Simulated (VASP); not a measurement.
Write the native input for VASP 6.6.1 that does the following.

| Quantity | Value |
| --- | --- |
| Task | single point |
| Functional | PBEsol |
| Potentials or basis | VASP PAW PBE potentials, release 64 (K_sv, F) |
| Cutoff | 520 eV |
| k mesh | 9 × 9 × 9 |
| Occupations | fermi-dirac, width 0.05 eV |
| Spin | no spin polarisation |
| Dipole correction | no |
| Further INCAR settings | ALGO = Normal; EDIFF = 1e-06; NBANDS = 15 |

The structure of KF (Carobbiite) lies in POSCAR:

```
KF
1.0
    0.0000000000      2.6718500000      2.6718500000
    2.6718500000      0.0000000000      2.6718500000
    2.6718500000      2.6718500000      0.0000000000
K F
1 1
Direct
    0.0000000000      0.0000000000      0.0000000000
    0.5000000000      0.5000000000      0.5000000000
```

These files were run (other wordings do the same):

INCAR

```
ALGO     = Normal         # electronic algorithm
EDIFF    = 1E-6           # SCF threshold, eV
ENCUT    = 520            # plane-wave cutoff, eV
GGA      = PS             # functional
ISIF     = 2              # what is computed and relaxed
ISMEAR   = -1             # smearing method
LASPH    = True           # aspherical terms in the spheres
LCHARG   = False          # write CHGCAR
LREAL    = False          # projectors in reciprocal space
LWAVE    = False          # write WAVECAR
NBANDS   = 15             # bands
NELM     = 80             # most SCF steps
PREC     = Accurate       # precision mode
SIGMA    = 0.05           # smearing width, eV
```

KPOINTS

```
k-points
0
Gamma
  9 9 9
```

Potentials or basis: VASP PAW PBE potentials, release 64 (K_sv, F).

Command:

```bash
$ cat potpaw_PBE.64/K_sv/POTCAR potpaw_PBE.64/F/POTCAR > POTCAR
$ mpirun -np 1 vasp_std > vasp.out
```

It gave:

* Pressure: -0.6 GPa
* Band gap on the k mesh: 6.03 eV, direct

Caveat: the PAW data sets were made with another functional, which shifts forces and pressure a little.

Wall time 11 s on 1 thread of Intel(R) Xeon(R) Platinum 8488C (Sapphire Rapids) (shared host), peak memory 0.16 GiB.
